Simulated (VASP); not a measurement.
## MnHg: electric field gradients with PBE

Crystal: MnHg.

```
CELL_PARAMETERS angstrom
3.31500 0.00000 0.00000
0.00000 3.31500 0.00000
0.00000 0.00000 3.31500
ATOMIC_POSITIONS crystal
Mn 0.50000 0.50000 0.50000
Hg 0.00000 0.00000 0.00000
```

```yaml
Program: VASP 6.6.1
Task: electric field gradients
Functional: PBE
Potentials_or_basis: VASP PAW PBE potentials, release 64 (Mn_pv, Hg)
Cutoff: 520 eV
k_mesh: 10 × 10 × 10
Occupations: fermi-dirac, width 0.08 eV
Spin: collinear spin, ferromagnetic start
Starting_moments: "[4.0, 0.0] μB"
Dipole_correction: no
Further_INCAR_settings: ALGO = Normal; EDIFF = 1e-08; NBANDS = 24
```

The pressure is 0.8 GPa, the net moment is 3.90 μB per cell and the site moments are Mn +3.81; Hg -0.06 μB. The largest electric field gradient by atom is zero within the noise of the run and the valence electrons inside the program's atomic spheres are Mn 11.40; Hg 10.59.

Levels at points of the mesh, in eV from the Fermi level:
Spin up:
```
           k point  band 12  band 13  band 14  band 15  band 16  band 17
(0.00, 0.00, 0.00)    -2.07    -2.07    -2.07     4.88     4.88     4.88
(0.50, 0.00, 0.00)    -2.76    -2.76    -2.28    -1.57    10.04    10.04
(0.50, 0.50, 0.00)    -2.09    -2.02    -1.67    -1.67     0.62     2.87
(0.50, 0.50, 0.50)    -2.00    -2.00     0.43     4.12     4.12     4.12
```
Spin down:
```
           k point  band 9  band 10  band 11  band 12  band 13  band 14
(0.00, 0.00, 0.00)   -7.08     0.32     0.32     1.48     1.48     1.48
(0.50, 0.00, 0.00)   -5.00    -4.45    -0.04     0.43     0.43     1.29
(0.50, 0.50, 0.00)   -3.51    -1.43    -1.43     0.48     1.31     1.31
(0.50, 0.50, 0.50)   -1.58    -1.58    -1.58     0.30     1.90     1.90
```

Wall time 82 s on 1 thread of Intel(R) Xeon(R) Platinum 8488C (Sapphire Rapids), with other jobs on the host, peak memory 0.23 GiB.

Caveat: spin-orbit coupling is left out, which moves the levels of the heavy elements.
